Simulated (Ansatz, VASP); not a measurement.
Si4C5 in VASP and in Ansatz

File INCAR:

```
PREC = Accurate ; ENCUT = 520
EDIFF = 1E-7 ; ISMEAR = 0
SIGMA = 0.05 ; LREAL = False
LASPH = True ; NELM = 150
ALGO = Normal ; ISIF = 2
LWAVE = False ; LCHARG = False
ISPIN = 2 ; MAGMOM = 0 0 0 0 2 0 0 0 0
LORBIT = 11 ; LDIPOL = True
IDIPOL = 3 ; DIPOL = 0.5 0.5 0.349
GGA = PE ; NBANDS = 32
LUSENCCL = False
```

File KPOINTS:

```
Automatic mesh
0
Gamma
  9 9 1
```

Contents of POSCAR:

```
Si4C5
1.0
    3.0920147208      0.0000000000      0.0000000000
   -1.5460073604      2.6777632971      0.0000000000
    0.0000000000      0.0000000000     25.2337106667
C Si
5 4
Direct
    0.3333333333      0.6666666667      0.1585181051
    0.6666666667      0.3333333333      0.2590546646
    0.3333333333      0.6666666667      0.3607902149
    0.6666666667      0.3333333333      0.4623551549
    0.7777777778      0.2222222222      0.5652640967
    0.6666666667      0.3333333333      0.1834768895
    0.3333333333      0.6666666667      0.2840134490
    0.6666666667      0.3333333333      0.3842867907
    0.3333333333      0.6666666667      0.4848161584
```

Input for Ansatz:

```yaml
crystal:
  lattice:
    - [3.0920147208, 0.0, 0.0]
    - [-1.5460073604, 2.6777632971, 0.0]
    - [0.0, 0.0, 25.2337106667]
  atoms:
    - { symbol: C, position: [0.3333333333, 0.6666666667, 0.1585181051] }
    - { symbol: Si, position: [0.6666666667, 0.3333333333, 0.1834768895] }
    - { symbol: C, position: [0.6666666667, 0.3333333333, 0.2590546646] }
    - { symbol: Si, position: [0.3333333333, 0.6666666667, 0.284013449] }
    - { symbol: C, position: [0.3333333333, 0.6666666667, 0.3607902149] }
    - { symbol: Si, position: [0.6666666667, 0.3333333333, 0.3842867907] }
    - { symbol: C, position: [0.6666666667, 0.3333333333, 0.4623551549] }
    - { symbol: Si, position: [0.3333333333, 0.6666666667, 0.4848161584] }
    - { symbol: C, position: [0.7777777778, 0.2222222222, 0.5652640967], spin: 2.0 }
basis:
  ecutwfc: 420
kpoints:
  mp_grid: { grid: [9, 9, 1] }
hamiltonian:
  xc: pbe
  pseudopotentials: { kind: paw, azcp: { folder: soft_1 } }
scf:
  occupations: { method: gaussian, width: 0.05 }
output:
  forces: true
  eigenvalues: true
  populations: true
magnetization:
  spin_polarized: true
efield:
  axis: 3
  dipole_correction: true
  ramp_width: 0.04
```

Alike in both runs: task single point; functional PBE; k mesh 9 × 9 × 1; occupations gaussian, width 0.05 eV; collinear spin.

|  | VASP | Ansatz |
| --- | --- | --- |
| version | VASP 6.6.1 | Ansatz 0.2.0 |
| potentials or method | VASP PAW PBE potentials, release 64 (C, Si), cutoff 520 eV | scalar-relativistic, plane waves, PAW |
| valence electrons in the cell | 36 | 36 |

|  | VASP | Ansatz | Ansatz less VASP |
| --- | --- | --- | --- |
| gap on the k mesh at the Fermi level (eV) | none | none | - |
| rms of the force components (eV/Å) | 0.959 | 0.961 | +0.0021 |
| net moment per atom (μB) | 0.01 | 0.02 | +0.006 |
| size of the moment on the site where the two differ most (μB) | 0.45 | 0.74 | +0.285 |

Site moments also hang on the region over which each program counts them. A gap of «none» marks a metal or a gap that the smearing closes. With one functional, cell and mesh, what is left measures potentials, basis and numerics. Ansatz's warnings: seeded moment not kept, vacuum below fermi.
